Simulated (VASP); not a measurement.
Here is a VASP 6.6.1 calculation.

The input INCAR:

```
SYSTEM = Zn
PREC = Accurate
ENCUT = 520
EDIFF = 1E-7
ISMEAR = -1
SIGMA = 0.03
LREAL = .FALSE.
LASPH = .TRUE.
NELM = 100
ALGO = Normal
ISIF = 2
LWAVE = .FALSE.
LCHARG = .TRUE.
GGA = PE
LELF = .TRUE.
LVHAR = .TRUE.
NBANDS = 19
```

KPOINTS

```
Automatic mesh
0
G
  18 18 8
  0 0 0
```

Contents of POSCAR:

```
Zn
1.0
    2.6424037335      0.0000000000      0.0000000000
   -1.3212018667      2.2883887602      0.0000000000
    0.0000000000      0.0000000000      4.9051291270
Zn
2
Direct
    0.3333333333      0.6666666667      0.2500000000
    0.6666666667      0.3333333333      0.7500000000
```

Potentials or basis: VASP PAW PBE potentials, release 64 (Zn).

Launch:

```bash
$ cat potpaw_PBE.64/Zn/POTCAR > POTCAR
$ mpirun -np 1 vasp_std > vasp.out
```

Question: Estimate the pressure.

Answer: 1.9 GPa.

Question: Predict the band gap on the k mesh.

Answer: Zero (band 12 reaches 4.93 eV, above the bottom of band 13 at 0.27 eV).

Stress tensor (GPa, compression positive):
```
1.81 0.00 0.00
0.00 1.81 0.00
0.00 0.00 2.21
```
